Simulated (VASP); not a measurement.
# SiC: single point with PBE

Crystal: SiC.

```
Si C
1.0
     2.18986   -2.18986    0.00000
     2.18986    0.00000   -2.18986
     9.48956    8.39441    8.39441
Si C
6 6
Direct
  0.93402 0.93402 0.39580
  0.29514 0.29514 0.22913
  0.57290 0.57290 0.56247
  0.85067 0.85067 0.89580
  0.21179 0.21179 0.72913
  0.65625 0.65625 0.06247
  0.59374 0.59374 0.43747
  0.95486 0.95486 0.27080
  0.23262 0.23262 0.60413
  0.51039 0.51039 0.93747
  0.87151 0.87151 0.77080
  0.31597 0.31597 0.10413
```

```
Program                : VASP 6.6.1
Task                   : single point
Functional             : PBE
Potentials or basis    : VASP PAW PBE potentials, release 64 (Si, C)
Cutoff                 : 520 eV
k mesh                 : 10 × 10 × 2
Occupations            : gaussian, width 0.05 eV
Spin                   : no spin polarisation
Dipole correction      : no
Further INCAR settings : ALGO = Normal; EDIFF = 1e-07; NBANDS = 36
```

```
Pressure               : -0.3 GPa
Largest force          : 2.173 eV/Å
Band gap on the k mesh : 0.69 eV, indirect (least direct gap 1.40 eV)
```

Forces in eV/Å, atoms in the order of the input:
```
Si   0.017  0.056  0.056
Si  -0.065  0.236  0.236
Si   0.034  0.046  0.046
Si  -0.055 -0.275 -0.275
Si   0.014  0.061  0.061
Si  -1.727  0.600  0.600
C   -0.039 -0.042 -0.042
C   -0.052 -0.019 -0.019
C   -0.013 -0.060 -0.060
C    1.803 -0.858 -0.858
C    0.135 -0.185 -0.185
C   -0.050  0.440  0.440
```

Stress tensor (GPa, compression positive):
```
-9.01 -0.46 -0.46
-0.46  4.01  5.48
-0.46  5.48  4.01
```

Levels at points of the mesh, in eV from the valence-band top:
```
           k point  band 21  band 22  band 23  band 24  band 25  band 26  band 27  band 28
(0.00, 0.00, 0.00)    -0.62    -0.49    -0.43     0.00     4.23     4.89     5.13     5.31
(0.50, 0.00, 0.00)    -2.37    -2.05    -1.63    -0.71     0.69     2.12     2.23     3.56
(0.50, 0.50, 0.00)    -2.24    -2.14    -1.69    -1.48     1.05     1.99     2.30     3.35
(0.00, 0.00, 0.50)    -0.68    -0.51    -0.42    -0.28     4.25     4.90     5.09     5.43
(0.50, 0.00, 0.50)    -2.12    -1.96    -1.63    -0.90     1.08     1.38     2.87     3.22
(0.50, 0.50, 0.50)    -2.36    -2.02    -1.77    -1.62     1.41     1.49     2.70     3.19
```

It took 2.3 min on 1 thread of Intel(R) Xeon(R) 6975P-C (Granite Rapids) (shared host), peak memory 0.37 GiB.

Caveat: forces of over 1 eV/Å act on the atoms, so gaps and moduli don't describe the material at rest. As with any semilocal functional, this PBE gap is likely too small.
